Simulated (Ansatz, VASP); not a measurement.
**As in VASP and in Ansatz**

```
As
1.0
     3.57965    0.00000    0.00000
    -1.78982    3.10007    0.00000
     0.00000    0.00000   35.37257
As
4
Cartesian
  1.7898 1.0334 8.5046
  0.0000 2.0667 7.1095
  1.7898 1.0334 12.8905
  0.0000 2.0667 11.4954
```

Alike in both runs: functional PBE; dispersion D3(BJ); k mesh 12 × 12 × 1; occupations gaussian, width 0.02 eV; no spin polarisation.

Ansatz relaxed the structure, and its values are those at the end. VASP's run is a single point on that final structure, the one shown.

|  | VASP | Ansatz |
| --- | --- | --- |
| version | VASP 6.6.1 | Ansatz 0.2.0 |
| potentials or method | VASP PAW PBE potentials, release 64 (As_d), cutoff 520 eV | scalar-relativistic, plane waves, PAW |
| valence electrons in the cell | 60 | 60 |

|  | VASP | Ansatz | Ansatz less VASP |
| --- | --- | --- | --- |
| gap on the k mesh at the Fermi level (eV) | 0.72 | 0.73 | +0.010 |
| least direct gap on the mesh (eV) | 1.59 | 1.61 | +0.018 |
| rms of the force components (eV/Å) | 0.015 | 0.000 | -0.0148 |
